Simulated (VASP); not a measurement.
# MnAs (P6_3/mmc) in VASP: further runs, part 3 of 3

VASP 6.6.1.

### Step 6. Single point, PBE, collinear spin, ferromagnetic start

This run uses another cell than the first one, of 17.30 Å³/atom, 1.041 times its volume.

INCAR reads:

```
SYSTEM = MnAs
PREC = Accurate
ENCUT = 520
EDIFF = 1E-6
ISMEAR = -1
SIGMA = 0.05
LREAL = .False.
LASPH = .True.
NELM = 150
ALGO = Normal
ISIF = 2
LWAVE = .False.
LCHARG = .False.
ISPIN = 2
MAGMOM = 0 0 4 4
LORBIT = 11
LMAXMIX = 4
GGA = PE
NBANDS = 30
```

KPOINTS reads:

```
Automatic mesh
0
Gamma
  7 7 4
  0 0 0
```

POSCAR reads:

```
MnAs
1.0
    3.7100000000      0.0000000000      0.0000000000
   -1.8550000000      3.2129542480      0.0000000000
    0.0000000000      0.0000000000      5.8048200000
As Mn
2 2
Direct
    0.6666666667      0.3333333333      0.7500000000
    0.3333333333      0.6666666667      0.2500000000
    0.0000000000      0.0000000000      0.5000000000
    0.0000000000      0.0000000000      0.0000000000
```

Potentials or basis: VASP PAW PBE potentials, release 64 (As, Mn_pv).

Command:

```sh
> cat potpaw_PBE.64/As/POTCAR potpaw_PBE.64/Mn_pv/POTCAR > POTCAR
> mpirun -np 1 vasp_std > vasp.out
```

OUTCAR:

```text
SYSTEM = MnAs
   PREC = Accurate
   ENCUT = 520
   EDIFF = 1E-6
   ISMEAR = -1
   LREAL = .False.
   LASPH = .True.
   NELM = 150
   ISIF = 2
   ISPIN = 2
   LORBIT = 11
   GGA = PE

 ion  position               nearest neighbor table
   1  0.667  0.333  0.750-   3 2.59   4 2.59   3 2.59   4 2.59   3 2.59   4 2.59
   2  0.333  0.667  0.250-   3 2.59   4 2.59   3 2.59   4 2.59   3 2.59   4 2.59
   3  0.000  0.000  0.500-   1 2.59   2 2.59   2 2.59   1 2.59   1 2.59   2 2.59   4 2.90   4 2.90

   4  0.000  0.000  0.000-   1 2.59   2 2.59   2 2.59   1 2.59   1 2.59   2 2.59   3 2.90   3 2.90

  LATTYP: Found a hexagonal cell.
 ALAT       =     3.7100000000
 C/A-ratio  =     1.5646415094

  Lattice vectors:

 A1 = (   3.7100000000,   0.0000000000,   0.0000000000)
 A2 = (  -1.8550000000,   3.2129542480,   0.0000000000)
 A3 = (   0.0000000000,   0.0000000000,   5.8048200000)

Analysis of symmetry for initial positions (statically):
=====================================================================
 Subroutine PRICEL returns:
 Original cell was already a primitive cell.

 Routine SETGRP: Setting up the symmetry group for a
 hexagonal supercell.

 Subroutine GETGRP returns: Found 24 space group operations
 (whereof 12 operations were pure point group operations)
 out of a pool of 24 trial point group operations.

The static configuration has the point symmetry D_3d.
 The point group associated with its full space group is D_6h.

Analysis of symmetry for dynamics (positions and initial velocities):
=====================================================================
 Subroutine PRICEL returns:
 Original cell was already a primitive cell.

 Routine SETGRP: Setting up the symmetry group for a
 hexagonal supercell.

 Subroutine GETGRP returns: Found 24 space group operations
 (whereof 12 operations were pure point group operations)
 out of a pool of 24 trial point group operations.

The dynamic configuration has the point symmetry D_3d.
 The point group associated with its full space group is D_6h.

Analysis of structural, dynamic, and magnetic symmetry:
=====================================================================
 Subroutine PRICEL returns:
 Original cell was already a primitive cell.

 Routine SETGRP: Setting up the symmetry group for a
 hexagonal supercell.

 Subroutine GETGRP returns: Found 24 space group operations
 (whereof 12 operations were pure point group operations)
 out of a pool of 24 trial point group operations.

The overall configuration has the point symmetry D_3d.
 The point group associated with its full space group is D_6h.

 Subroutine INISYM returns: Found 24 space group operations
 (whereof 12 operations are pure point group operations),
 and found     1 'primitive' translations

----------------------------------------------------------------------------------------

                                     Primitive cell

  volume of cell :      69.1938

  direct lattice vectors                    reciprocal lattice vectors
     3.710000000  0.000000000  0.000000000     0.269541779  0.155620019  0.000000000
    -1.855000000  3.212954248  0.000000000     0.000000000  0.311240037  0.000000000
     0.000000000  0.000000000  5.804820000     0.000000000  0.000000000  0.172270630

  length of vectors
[... 84 lines left out ...]
   NELM   =    150;   NELMIN=  2; NELMDL= -5     # of ELM steps
   EDIFF  = 0.1E-05   stopping-criterion for ELM
   LREAL  =      F    real-space projection
   EDIFFG = 0.1E-04   stopping-criterion for IOM
   NSW    =      0    number of steps for IOM
   IBRION =     -1    ionic relax: 0-MD 1-quasi-New 2-CG
   NFREE  =      0    steps in history (QN), initial steepest desc. (CG)
   ISIF   =      2    stress and relaxation
   ISYM   =      2    0-nonsym 1-usesym 2-fastsym
   POTIM  = 0.5000    time-step for ionic-motion
   TEBEG  =    0.0;   TEEND  =   0.0 temperature during run
   PSTRESS=    0.0 pullay stress
   NELECT =      36.0000    total number of electrons
   NUPDOWN=      -1.0000    fix difference up-down
   EMIN   =  10.00;   EMAX   =-10.00  energy-range for DOS
   EFERMI =   0.00;   METHOD = LEGACY
   ISMEAR =    -1;   SIGMA  =   0.05  broadening in eV -4-tet -1-fermi 0-gaus
   EFERMI_NEDOS =   21; number of points for ismear=-14 and -15
   IALGO  =     38    algorithm
   IMIX   =      4    mixing-type and parameters
     AMIX     =   0.40;   BMIX     =  1.00
     AMIX_MAG =   1.60;   BMIX_MAG =  1.00
  volume/ion in A,a.u.               =      17.30       116.74
  Fermi-wavevector in a.u.,A,eV,Ry     =   1.316699  2.488201 23.588379  1.733697
  Thomas-Fermi vector in A             =   2.446793
   LORBIT       =     11    0 simple, 1 ext, 2 COOP (PROOUT), +10 PAW based schemes
   GGA     = PE    functional components
   LHFCALC =     F    Hartree Fock is set to
   AEXX    =    0.0000 exact exchange contribution
   IVDW    =     0    specifies the selected vdW correction
   LEPSILON=     F    determine dielectric tensor
   LRPA    =     F    only Hartree local field effects (RPA)
 spin polarized calculation
  energy-cutoff  :      520.00
  volume of cell :       69.19
 maximum number of plane-waves:      1880
 NGX is ok and might be reduce to    28
   NGX = 13   NGY = 13   NGZ = 21

 number of electron      35.9999962 magnetization       6.3988415

 Free energy of the ion-electron system (eV)
  ---------------------------------------------------
  ext. energy  EPLUGINS =         0.00000000
  ---------------------------------------------------
  free energy    TOTEN  =       -28.18961981 eV

  energy without entropy =      -28.17133459  energy(sigma->0) =      -28.18047720

 E-fermi :   6.6382     XC(G=0): -11.0717

 val. band max:        6.6178706293   @ k =   0.2857   0.2857   0.0000
 cond. band min:       6.6641484916   @ k =   0.0000   0.0000   0.2500
 fundamental gap:      0.0462778623
 Fermi energy:         6.6382037337

 spin component 1

 k-point     1 :       0.0000    0.0000    0.0000
  band No.  band energies     occupation
      1     -43.3801      1.00000
      2     -43.3801      1.00000
      3     -43.3727      1.00000
      4     -43.3727      1.00000
      5     -43.1979      1.00000
      6     -43.1203      1.00000
[... 781 lines left out ...]
     29      15.4890      0.00000
     30      15.4890      0.00000
 Fermi energy:         6.6382037337

 spin component 2

 k-point     1 :       0.0000    0.0000    0.0000
  band No.  band energies     occupation
      1     -39.8672      1.00000
      2     -39.8667      1.00000
      3     -39.8667      1.00000
      4     -39.8577      1.00000
      5     -39.8577      1.00000
      6     -39.7754      1.00000
[... 781 lines left out ...]
     29      15.9152      0.00000
     30      15.9152      0.00000

------------------------ aborting loop because EDIFF is reached ----------------------------------------

  FORCE on cell =-STRESS in cart. coord.  units (eV):
  Direction    XX          YY          ZZ          XY          YZ          ZX
  --------------------------------------------------------------------------------------
  -------------------------------------------------------------------------------------
  Total       -1.4117748     -1.4117748     -3.0743027      0.0000000      0.0000000      0.0000000
  in kB      -32.6895402    -32.6895402    -71.1852468      0.0000000      0.0000000      0.0000000
  external PRESSURE =     -45.5214424 kB  Pullay stress =       0.0000000 kB

 VOLUME and BASIS-vectors are now :
 -----------------------------------------------------------------------------
  energy-cutoff  :      520.00
  volume of cell :       69.19
      direct lattice vectors                 reciprocal lattice vectors
     3.710000000  0.000000000  0.000000000     0.269541779  0.155620019  0.000000000
    -1.855000000  3.212954248  0.000000000     0.000000000  0.311240037  0.000000000
     0.000000000  0.000000000  5.804820000     0.000000000  0.000000000  0.172270630

 POSITION                                       TOTAL-FORCE (eV/Angst)
 -----------------------------------------------------------------------------------
      1.85500      1.07098      4.35362         0.000000     -0.000000      0.000000
     -0.00000      2.14197      1.45121        -0.000000      0.000000      0.000000
      0.00000      0.00000      2.90241         0.000000      0.000000      0.000000
      0.00000      0.00000      0.00000        -0.000000      0.000000      0.000000
 -----------------------------------------------------------------------------------
    total drift:                               -0.000000      0.000000     -0.000000

  FREE ENERGIE OF THE ION-ELECTRON SYSTEM (eV)
  ---------------------------------------------------
  free  energy   TOTEN  =       -28.1896198084 eV

  energy  without entropy=      -28.1713345855  energy(sigma->0) =      -28.18047720

 total charge

# of ion       s       p       d       tot
------------------------------------------
    1        1.229   1.502   0.046   2.777
    2        1.229   1.502   0.046   2.777
    3        0.274   6.230   5.042  11.545
    4        0.274   6.230   5.042  11.545
--------------------------------------------------
tot          3.007  15.463  10.176  28.645

 magnetization (x)

# of ion       s       p       d       tot
------------------------------------------
    1        0.012  -0.148   0.007  -0.128
    2        0.012  -0.148   0.007  -0.128
    3        0.038   0.024   3.205   3.267
    4        0.038   0.024   3.205   3.267
--------------------------------------------------
tot          0.100  -0.248   6.425   6.277
```

OSZICAR:

```text
N       E                     dE             d eps       ncg     rms          rms(c)
DAV:   1     0.346593326477E+03    0.34659E+03   -0.19506E+04  2960   0.129E+03
DAV:   2    -0.104905099990E+02   -0.35708E+03   -0.33993E+03  2904   0.374E+02
DAV:   3    -0.304573308262E+02   -0.19967E+02   -0.19505E+02  3392   0.959E+01
DAV:   4    -0.308176732667E+02   -0.36034E+00   -0.35955E+00  3162   0.125E+01
DAV:   5    -0.308220612317E+02   -0.43880E-02   -0.43878E-02  3268   0.154E+00    0.174E+01
DAV:   6    -0.315078184860E+02   -0.68576E+00   -0.22905E+01  3096   0.521E+01    0.213E+01
DAV:   7    -0.281068885609E+02    0.34009E+01   -0.11348E+01  3126   0.374E+01    0.579E+00
DAV:   8    -0.281844839565E+02   -0.77595E-01   -0.62693E-01  3072   0.487E+00    0.300E+00
DAV:   9    -0.281833520232E+02    0.11319E-02   -0.12264E-01  3140   0.283E+00    0.149E+00
DAV:  10    -0.281853454504E+02   -0.19934E-02   -0.19835E-02  3068   0.886E-01    0.811E-01
DAV:  11    -0.281894393627E+02   -0.40939E-02   -0.83090E-03  3072   0.760E-01    0.190E-01
DAV:  12    -0.281896056261E+02   -0.16626E-03   -0.95430E-04  3174   0.204E-01    0.485E-02
DAV:  13    -0.281896147022E+02   -0.90761E-05   -0.69229E-05  3126   0.494E-02    0.326E-02
DAV:  14    -0.281896196591E+02   -0.49569E-05   -0.18791E-05  3148   0.357E-02    0.720E-03
DAV:  15    -0.281896198084E+02   -0.14934E-06   -0.20393E-06  2612   0.811E-03
   1 F= -.28189620E+02 E0= -.28180477E+02  d E =-.182852E-01  mag=     6.3992
```

stdout:

```text
POSCAR found type information on POSCAR AsMn
 POSCAR found :  2 types and       4 ions
 scaLAPACK will be used
 LDA part: xc-table for (Slater+PW92), standard interpolation
 POSCAR, INCAR and KPOINTS ok, starting setup
 FFT: planning ... GRIDC
 FFT: planning ... GRID_SOFT
 FFT: planning ... GRID
 WAVECAR not read
 entering main loop
```

It took 1.8 min on 1 thread of Oxide Virtual Turin-like, shared host; peak memory 0.22 GiB.

Results:

- Free energy: -28.1896 eV
- Pressure: -4.6 GPa
- Net moment: 6.40 μB per cell
- Site moments: As -0.13; Mn +3.27 μB
- Valence electrons inside the program's atomic spheres: As 2.78; Mn 11.54

Stress tensor (GPa, compression positive):
```
-3.27  0.00  0.00
 0.00 -3.27  0.00
 0.00  0.00 -7.12
```

Levels at points of the mesh, in eV from the Fermi level:
Spin up:
| k point | band 17 | band 18 | band 19 | band 20 | band 21 | band 22 | band 23 | band 24 | band 25 | band 26 |
| --- | --- | --- | --- | --- | --- | --- | --- | --- | --- | --- |
| (0.00, 0.00, 0.00) | -1.95 | -1.95 | -0.71 | 0.61 | 0.61 | 1.30 | 2.78 | 2.78 | 3.90 | 4.81 |
| (0.00, 0.00, 0.50) | -2.58 | -2.58 | -1.17 | -1.17 | 1.98 | 1.98 | 1.98 | 1.98 | 5.43 | 5.43 |
Spin down:
```tsv
k point	band 12	band 13	band 14	band 15	band 16	band 17	band 18	band 19
(0.00, 0.00, 0.00)	-1.04	-0.05	-0.05	0.03	0.03	0.54	0.54	1.13
(0.00, 0.00, 0.50)	-1.89	-1.89	-1.89	0.45	0.45	0.45	0.45	0.74
```

Caveat: only a ferromagnetic start was run, and an antiferromagnetic order may lie lower in energy.

### Step 7. Overview

| cell | gap on the mesh (eV) | pressure (GPa) | moment (μB) |
| --- | --- | --- | --- |
| a = 3.710, b = 3.710, c = 5.577 Å, angles 90.0, 90.0, 120.0°, 4 atoms | none | -1.7 | 6.19 |
| a = 3.710, b = 3.710, c = 5.634 Å, angles 90.0, 90.0, 120.0°, 4 atoms | none | -2.3 | 6.27 |
| a = 3.710, b = 3.710, c = 5.691 Å, angles 90.0, 90.0, 120.0°, 4 atoms | none | -3.0 | 6.32 |
| a = 3.710, b = 3.710, c = 5.748 Å, angles 90.0, 90.0, 120.0°, 4 atoms | none | -3.8 | 6.36 |
| a = 3.710, b = 3.710, c = 5.805 Å, angles 90.0, 90.0, 120.0°, 4 atoms | none | -4.6 | 6.40 |

Alike in all rows: task single point; level PBE; potentials or basis VASP PAW PBE potentials, release 64 (As, Mn_pv); spin collinear, ferromagnetic start; k mesh 7 × 7 × 4; cutoff (eV) 520; smearing fermi-dirac 0.05 eV.

Caveats: only a ferromagnetic start was run, and an antiferromagnetic order may lie lower in energy.

Total energies depend on the potentials used, so only differences within one code and one set of settings carry meaning.
